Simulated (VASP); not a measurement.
# Sn (Fd-3m) in VASP: notebook

Runs on Sn. Level: r2SCAN. Tasks: single point, relaxation of cell and atoms.

All numbers are computed with VASP 6.6.1; they aren't measurements. Logs are shortened: lines on timing, memory, paths and dates and some standing lists are left out, and cuts for length are marked.

### 1 The cell of the first run

It takes space group Fd-3m (No. 227, cubic). The conventional cell has a = 6.568 Å, b = 6.568 Å, c = 6.568 Å, α = 90.00°, β = 90.00°, γ = 90.00°. Within 3.7 Å of Sn (site symmetry -43m) lie 4 Sn at 2.84 Å.

This isn't the form of Sn at room conditions, which is tetragonal (white tin).

### 2 Single point, r2SCAN

File POSCAR:

```
Sn
1.0
    0.0000000000      3.2840539268      3.2840539268
    3.2840539268      0.0000000000      3.2840539268
    3.2840539268      3.2840539268      0.0000000000
Sn
2
Direct
    0.5000000000      0.5000000000      0.5000000000
    0.7500000000      0.7500000000      0.7500000000
```

File INCAR.step1:

```
  ALGO = Normal
  EDIFF = 1E-4
  ENCUT = 520
  GGA = PE
  ISMEAR = -1
  LASPH = True
  LCHARG = False
  LREAL = False
  LWAVE = True
  NBANDS = 21
  NELM = 60
  PREC = Accurate
  SIGMA = 0.1
```

File INCAR.step2:

```
  ALGO = Normal
  EDIFF = 1E-6
  ENCUT = 520
  ISIF = 2
  ISMEAR = -1
  ISTART = 1
  LASPH = True
  LCHARG = True
  LELF = True
  LMIXTAU = True
  LREAL = False
  LVHAR = True
  LWAVE = False
  METAGGA = R2SCAN
  NBANDS = 21
  NELM = 60
  PREC = Accurate
  SIGMA = 0.1
```

File KPOINTS:

```
k-points
0
Gamma
  9 9 9
```

Potentials or basis: VASP PAW PBE potentials, release 64 (Sn_d).

On the command line:

```bash
cat potpaw_PBE.64/Sn_d/POTCAR > POTCAR
cp INCAR.step1 INCAR
mpirun -np 1 vasp_std > vasp.out
cp INCAR.step2 INCAR
mpirun -np 1 vasp_std > vasp.out
```

OUTCAR:

```text
EDIFF = 1E-6
   ENCUT = 520
   ISIF = 2
   ISMEAR = -1
   ISTART = 1
   LASPH = True
   LREAL = False
   METAGGA = R2SCAN
   NELM = 60
   PREC = Accurate

 ion  position               nearest neighbor table
   1  0.500  0.500  0.500-   2 2.84   2 2.84   2 2.84   2 2.84
   2  0.750  0.750  0.750-   1 2.84   1 2.84   1 2.84   1 2.84

  LATTYP: Found a face centered cubic cell.
 ALAT       =     6.5681078536

  Lattice vectors:

 A1 = (   0.0000000000,   3.2840539268,   3.2840539268)
 A2 = (   3.2840539268,   0.0000000000,   3.2840539268)
 A3 = (   3.2840539268,   3.2840539268,   0.0000000000)

Analysis of symmetry for initial positions (statically):
=====================================================================
 Subroutine PRICEL returns:
 Original cell was already a primitive cell.

 Routine SETGRP: Setting up the symmetry group for a
 face centered cubic supercell.

 Subroutine GETGRP returns: Found 48 space group operations
 (whereof 24 operations were pure point group operations)
 out of a pool of 48 trial point group operations.

The static configuration has the point symmetry T_d .
 The point group associated with its full space group is O_h .

Analysis of symmetry for dynamics (positions and initial velocities):
=====================================================================
 Subroutine PRICEL returns:
 Original cell was already a primitive cell.

 Routine SETGRP: Setting up the symmetry group for a
 face centered cubic supercell.

 Subroutine GETGRP returns: Found 48 space group operations
 (whereof 24 operations were pure point group operations)
 out of a pool of 48 trial point group operations.

The dynamic configuration has the point symmetry T_d .
 The point group associated with its full space group is O_h .

 Subroutine INISYM returns: Found 48 space group operations
 (whereof 24 operations are pure point group operations),
 and found     1 'primitive' translations

----------------------------------------------------------------------------------------

                                     Primitive cell

  volume of cell :      70.8371

[... 78 lines left out ...]
 SYSTEM =  unknown system
   PREC   = accura    normal or accurate (medium, high low for compatibility)
   ISTART =      1    job   : 0-new  1-cont  2-samecut
   ICHARG =      0    charge: 1-file 2-atom 10-const
   ISPIN  =      1    spin polarized calculation?
   LNONCOLLINEAR =      F non collinear calculations
   LSORBIT =      F    spin-orbit coupling
   LASPH  =      T    aspherical Exc in radial PAW
   ENCUT  =  520.0 eV  38.22 Ry    6.18 a.u.   8.64  8.64  8.64*2*pi/ulx,y,z
   NELM   =     60;   NELMIN=  2; NELMDL=  0     # of ELM steps
   EDIFF  = 0.1E-05   stopping-criterion for ELM
   LREAL  =      F    real-space projection
   EDIFFG = 0.1E-04   stopping-criterion for IOM
   NSW    =      0    number of steps for IOM
   IBRION =     -1    ionic relax: 0-MD 1-quasi-New 2-CG
   NFREE  =      0    steps in history (QN), initial steepest desc. (CG)
   ISIF   =      2    stress and relaxation
   ISYM   =      2    0-nonsym 1-usesym 2-fastsym
   POTIM  = 0.5000    time-step for ionic-motion
   TEBEG  =    0.0;   TEEND  =   0.0 temperature during run
   PSTRESS=    0.0 pullay stress
   NELECT =      28.0000    total number of electrons
   NUPDOWN=      -1.0000    fix difference up-down
   EMIN   =  10.00;   EMAX   =-10.00  energy-range for DOS
   EFERMI =   0.00;   METHOD = LEGACY
   ISMEAR =    -1;   SIGMA  =   0.10  broadening in eV -4-tet -1-fermi 0-gaus
   EFERMI_NEDOS =   21; number of points for ismear=-14 and -15
   IALGO  =     38    algorithm
   IMIX   =      4    mixing-type and parameters
     AMIX     =   0.40;   BMIX     =  1.00
     AMIX_MAG =   1.60;   BMIX_MAG =  1.00
  volume/ion in A,a.u.               =      35.42       239.02
  Fermi-wavevector in a.u.,A,eV,Ry     =   1.201454  2.270419 19.639904  1.443492
  Thomas-Fermi vector in A             =   2.337263
   LORBIT       =      0    0 simple, 1 ext, 2 COOP (PROOUT), +10 PAW based schemes
   METAGGA = R2SCAN    functional components
   LHFCALC =     F    Hartree Fock is set to
   AEXX    =    0.0000 exact exchange contribution
   IVDW    =     0    specifies the selected vdW correction
   LEPSILON=     F    determine dielectric tensor
   LRPA    =     F    only Hartree local field effects (RPA)
 non-spin polarized calculation
  energy-cutoff  :      520.00
  volume of cell :       70.84
 maximum number of plane-waves:      1932
   NGX = 17   NGY = 17   NGZ = 17

 number of electron      27.9999984 magnetization

 Free energy of the ion-electron system (eV)
  ---------------------------------------------------
  ext. energy  EPLUGINS =         0.00000000
  ---------------------------------------------------
  free energy    TOTEN  =       -49.49387033 eV

  energy without entropy =      -49.48875027  energy(sigma->0) =      -49.49131030

 E-fermi :   5.1935     XC(G=0):  -9.4224

 val. band max:        4.9724161021   @ k =   0.1111   0.0000   0.0000
 cond. band min:       5.2048290727   @ k =   0.0000   0.0000   0.0000
 fundamental gap:      0.2324129706
 Fermi energy:         5.1935412477

 k-point     1 :       0.0000    0.0000    0.0000
  band No.  band energies     occupation
      1     -17.1338      2.00000
      2     -17.1337      2.00000
      3     -17.1337      2.00000
      4     -17.0721      2.00000
      5     -17.0721      2.00000
      6     -16.7776      2.00000
[... 565 lines left out ...]
     20      15.3689      0.00000
     21      15.7042      0.00000

 [... further k-points ...]

------------------------ aborting loop because EDIFF is reached ----------------------------------------

  FORCE on cell =-STRESS in cart. coord.  units (eV):
  Direction    XX          YY          ZZ          XY          YZ          ZX
  --------------------------------------------------------------------------------------
  -------------------------------------------------------------------------------------
  Total       -0.0117941     -0.0117941     -0.0117941      0.0000000     -0.0000000      0.0000000
  in kB       -0.2667562     -0.2667562     -0.2667562      0.0000000     -0.0000000      0.0000000
  external PRESSURE =      -0.2667562 kB  Pullay stress =       0.0000000 kB

 VOLUME and BASIS-vectors are now :
 -----------------------------------------------------------------------------
  energy-cutoff  :      520.00
  volume of cell :       70.84
      direct lattice vectors                 reciprocal lattice vectors
     0.000000000  3.284053927  3.284053927    -0.152250849  0.152250849  0.152250849
     3.284053927  0.000000000  3.284053927     0.152250849 -0.152250849  0.152250849
     3.284053927  3.284053927  0.000000000     0.152250849  0.152250849 -0.152250849

 POSITION                                       TOTAL-FORCE (eV/Angst)
 -----------------------------------------------------------------------------------
      3.28405      3.28405      3.28405        -0.000000     -0.000000     -0.000000
      4.92608      4.92608      4.92608         0.000000      0.000000      0.000000
 -----------------------------------------------------------------------------------
    total drift:                                0.000000      0.000000      0.000000

  FREE ENERGIE OF THE ION-ELECTRON SYSTEM (eV)
  ---------------------------------------------------
  free  energy   TOTEN  =       -49.4938703288 eV

  energy  without entropy=      -49.4887502724  energy(sigma->0) =      -49.49131030
```

Run time: 1.7 min. Hardware: 1 thread of AMD EPYC 9R45 (Zen 5), shared host; peak memory 0.2 GiB.

Results:

```
Free energy            : -49.4939 eV
Pressure               : 0.0 GPa
Band gap on the k mesh : zero (filled and empty bands touch)
```

Caveat: the PAW data sets were made with another functional, which shifts forces and pressure a little; spin-orbit coupling is left out, which moves the levels of the heavy elements.

### 3 Single point, r2SCAN (32.59 Å³/atom)

This run uses another cell than the first one, of 32.59 Å³/atom.

File POSCAR:

```
Sn
1.0
    0.0000000000      3.1940341539      3.1940341539
    3.1940341539      0.0000000000      3.1940341539
    3.1940341539      3.1940341539      0.0000000000
Sn
2
Direct
    0.5000000000      0.5000000000      0.5000000000
    0.7500000000      0.7500000000      0.7500000000
```

File INCAR.step1:

```
PREC     = Accurate       # precision mode
ENCUT    = 520            # plane-wave cutoff, eV
ISMEAR   = -1             # smearing method
SIGMA    = 0.1            # smearing width, eV
LREAL    = False          # projectors in reciprocal space
LASPH    = True           # aspherical terms in the spheres
NELM     = 80             # most SCF steps
NBANDS   = 21             # bands
GGA      = PE             # functional
ALGO     = Normal         # electronic algorithm
EDIFF    = 1E-4           # SCF threshold, eV
LWAVE    = True           # write WAVECAR
LCHARG   = False          # write CHGCAR
```

File INCAR.step2:

```
PREC     = Accurate       # precision mode
ENCUT    = 520            # plane-wave cutoff, eV
EDIFF    = 1E-6           # SCF threshold, eV
ISMEAR   = -1             # smearing method
SIGMA    = 0.1            # smearing width, eV
LREAL    = False          # projectors in reciprocal space
LASPH    = True           # aspherical terms in the spheres
NELM     = 80             # most SCF steps
ALGO     = Normal         # electronic algorithm
ISIF     = 2              # what is computed and relaxed
LWAVE    = False          # write WAVECAR
LCHARG   = False          # write CHGCAR
METAGGA  = R2SCAN         # meta-GGA
LMIXTAU  = True         
NBANDS   = 21             # bands
ISTART   = 1
```

File KPOINTS:

```
regular mesh
0
Gamma
  14 14 14
```

Potentials or basis: VASP PAW PBE potentials, release 64 (Sn_d).

On the command line:

```bash
cat potpaw_PBE.64/Sn_d/POTCAR > POTCAR
cp INCAR.step1 INCAR
mpirun -np 1 vasp_std > vasp.out
cp INCAR.step2 INCAR
mpirun -np 1 vasp_std > vasp.out
```

Run time: 3.9 min. Hardware: 1 thread of AMD EPYC 9R45 (Zen 5), shared host; peak memory 0.25 GiB.

It converged, with:

| Quantity | Value |
| --- | --- |
| Free energy | -49.4251 eV |
| Pressure | 4.3 GPa |
| Band gap on the k mesh | zero (filled and empty bands touch) |

Levels at points of the mesh, in eV from the Fermi level:
| k point | band 11 | band 12 | band 13 | band 14 | band 15 | band 16 | band 17 | band 18 |
| --- | --- | --- | --- | --- | --- | --- | --- | --- |
| (0.00, 0.00, 0.00) | -11.59 | -0.12 | -0.11 | -0.11 | -0.11 | 2.10 | 2.10 | 2.10 |
| (0.50, 0.00, 0.00) | -9.77 | -6.91 | -1.47 | -1.47 | 0.13 | 3.26 | 3.26 | 5.81 |
| (0.50, 0.50, 0.00) | -8.15 | -8.15 | -2.96 | -2.96 | 0.75 | 0.75 | 8.36 | 8.36 |

Caveat: the cell stands under pressure; the PAW data sets were made with another functional, which shifts forces and pressure a little; spin-orbit coupling is left out, which moves the levels of the heavy elements.

### 4 Relaxation of cell and atoms, r2SCAN

This run uses another cell than the first one, of 34.19 Å³/atom.

File POSCAR:

```
Sn
1.0
    0.0000000000      3.2456000000      3.2456000000
    3.2456000000      0.0000000000      3.2456000000
    3.2456000000      3.2456000000      0.0000000000
Sn
2
Direct
    0.5000000000      0.5000000000      0.5000000000
    0.7500000000      0.7500000000      0.7500000000
```

File INCAR.step1:

```
PREC = Accurate ; ENCUT = 600
ISMEAR = -1 ; SIGMA = 0.1
LREAL = F ; LASPH = T
NELM = 100 ; GGA = PE
ALGO = Normal ; EDIFF = 1E-4
LWAVE = T ; LCHARG = F
```

File INCAR.step2:

```
PREC = Accurate ; ENCUT = 600
EDIFF = 1E-7 ; ISMEAR = -1
SIGMA = 0.1 ; LREAL = F
LASPH = T ; NELM = 100
ALGO = Normal ; ISIF = 3
LWAVE = F ; LCHARG = F
METAGGA = R2SCAN ; LMIXTAU = T
IBRION = 2 ; NSW = 80
EDIFFG = -0.01 ; ISTART = 1
```

File KPOINTS:

```
regular mesh
0
Gamma
  9 9 9
```

On the command line:

```bash
cat potpaw_PBE.64/Sn_d/POTCAR > POTCAR
cp INCAR.step1 INCAR
mpirun -np 1 vasp_std > vasp.out
cp INCAR.step2 INCAR
mpirun -np 1 vasp_std > vasp.out
```

Run time: 5.8 min. Hardware: 1 thread of AMD EPYC 9R45 (Zen 5), shared host; peak memory 0.25 GiB.

It converged, with:

| Item | Value |
| --- | --- |
| Free energy | -49.4955 eV |
| Relaxed volume | 35.42 Å³/atom |
| Relaxed cell | a = 4.644 Å, b = 4.644 Å, c = 4.644 Å, α = 60.00°, β = 60.00°, γ = 60.00° |
| Space group after relaxing (to 0.1 Å) | Fd-3m (No. 227) |
| Energy gained by relaxing | 6.1 meV/atom |
| Ionic steps | 3 |
| Pressure after relaxing | 0.0 GPa |
| Band gap on the k mesh | zero (filled and empty bands touch) |

The path:
```csv
step,energy change (eV),largest force (eV/Å),pressure (GPa),volume (Å³)
1,0.0000,0.0000,1.66,68.38
2,-0.0100,0.0000,-0.63,71.94
3,-0.0123,0.0000,0.00,70.83
```

Final structure:
```cif
data_structure
_symmetry_space_group_name_H-M 'P 1'
_symmetry_Int_Tables_number 1
_cell_length_a 4.6443
_cell_length_b 4.6443
_cell_length_c 4.6443
_cell_angle_alpha 60.000
_cell_angle_beta 60.000
_cell_angle_gamma 60.000
_cell_volume 70.83
loop_
_atom_site_label
_atom_site_type_symbol
_atom_site_fract_x
_atom_site_fract_y
_atom_site_fract_z
_atom_site_occupancy
Sn1 Sn 0.50000 0.50000 0.50000 1
Sn2 Sn 0.75000 0.75000 0.75000 1
```

Levels at points of the mesh, in eV from the Fermi level:
| k point | band 11 | band 12 | band 13 | band 14 | band 15 | band 16 | band 17 | band 18 |
| --- | --- | --- | --- | --- | --- | --- | --- | --- |
| (0.00, 0.00, 0.00) | -10.88 | -0.62 | 0.01 | 0.01 | 0.01 | 2.23 | 2.23 | 2.23 |

Caveat: the PAW data sets were made with another functional, which shifts forces and pressure a little; spin-orbit coupling is left out, which moves the levels of the heavy elements.

### 5 The runs side by side

```tsv
task	cell	k mesh	cutoff (eV)	gap on the mesh (eV)	pressure (GPa)
single point	a = 4.644 Å, angles 60.0°, 2 atoms	9 × 9 × 9	520	none	0.0
single point	a = 4.517 Å, angles 60.0°, 2 atoms	14 × 14 × 14	520	none	4.3
relaxation of cell and atoms	relaxed from a = 4.590 Å, angles 60.0°, 2 atoms	9 × 9 × 9	600	none	0.0
```

Alike in all rows: level r2SCAN; potentials or basis VASP PAW PBE potentials, release 64 (Sn_d); no spin polarisation; smearing fermi-dirac 0.1 eV.

Caveats: the PAW data sets were made with another functional, which shifts forces and pressure a little; spin-orbit coupling is left out, which moves the levels of the heavy elements; the cell stands under pressure (at least some runs).

Total energies depend on the potentials used, so only differences within one code and one set of settings carry meaning.

The gap in the log of VASP goes by the Fermi energy; the results here count the filled bands.